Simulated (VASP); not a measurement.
Set up this calculation in VASP 6.6.1, as the native input.

| Property | Result |
| --- | --- |
| Task | single point |
| Functional | LDA |
| Potentials or basis | VASP PAW LDA potentials, release 64 (Rb_sv) |
| Cutoff | 520 eV |
| k mesh | 9 × 9 × 3 |
| Occupations | fermi-dirac, width 0.1 eV |
| Spin | no spin polarisation |
| Dipole correction | no |
| Further INCAR settings | ALGO = Normal; EDIFF = 1e-06; NBANDS = 26 |

The structure of Rb lies in POSCAR:

```
Rb
1.0
    4.7798501502      0.0000000000      0.0000000000
   -2.3899250751      4.1394716563      0.0000000000
    0.0000000000      0.0000000000     15.7852361814
Rb
4
Direct
    1.0000000000      0.0000000000      1.0000000000
    1.0000000000      0.0000000000      0.5000000000
    0.3333333333      0.6666666667      0.2500000000
    0.6666666667      0.3333333333      0.7500000000
```

This isn't the form of Rb at room conditions, which is bcc.

One way to write it, as run:

INCAR

```
ALGO = Normal ; EDIFF = 1E-6
ENCUT = 520 ; GGA = CA
ISIF = 2 ; ISMEAR = -1
LASPH = True ; LCHARG = False
LREAL = False ; LWAVE = False
NBANDS = 26 ; NELM = 100
PREC = Accurate ; SIGMA = 0.1
```

KPOINTS

```
k-points
0
Gamma
  9 9 3
```

Potentials or basis: VASP PAW LDA potentials, release 64 (Rb_sv).

The run is started by

```sh
$ cat potpaw_LDA.64/Rb_sv/POTCAR > POTCAR
$ mpirun -np 1 vasp_std > vasp.out
```

It gave:

| Property | Result |
| --- | --- |
| Pressure | 0.0 GPa |
| Band gap on the k mesh | zero (bands 18 and 19 overlap by 2.31 eV) |

Wall time 5 min on 1 thread of Oxide Virtual Turin-like Processor, on a shared host, peak memory 0.34 GiB.
